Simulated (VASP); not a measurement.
A run of VASP 6.6.1:

The input INCAR:

```
SYSTEM = NiO2
PREC = Accurate
ENCUT = 600
EDIFF = 1E-6
ISMEAR = 0
SIGMA = 0.05
LREAL = .False.
LASPH = .True.
NELM = 120
ALGO = Normal
ISIF = 2
LWAVE = .False.
LCHARG = .False.
NBANDS = 22
GGA_COMPAT = .False.
```

KPOINTS

```
Automatic mesh
0
Gamma
  12 12 6
  0 0 0
```

The input POSCAR:

```
NiO2
1.0
    2.8038519370      0.0000000000      0.0000000000
   -1.4019259685      2.4282070059      0.0000000000
    0.0000000000      0.0000000000      4.0838103463
Ni O
1 2
Direct
    0.0000000000      0.0000000000      0.5000000000
    0.6666666667      0.3333333333      0.6829609091
    0.3333333333      0.6666666667      0.3170390909
```

Potentials or basis: VASP PAW LDA potentials, release 64 (Ni_sv_GW, O).

Run with:

```console
$ cat potpaw_LDA.64/Ni_sv_GW/POTCAR potpaw_LDA.64/O/POTCAR > POTCAR
$ mpirun -np 1 vasp_std > vasp.out
```

Hardware: 1 thread of Intel(R) Xeon(R) Platinum 8488C (Sapphire Rapids), with other jobs on the host.

Task: How long does it take, and how much memory?

Result: It took 53 s on 1 thread of Intel(R) Xeon(R) Platinum 8488C (Sapphire Rapids), on a shared host, peak memory 0.21 GiB. Counts: scf iterations 14, k points 100.
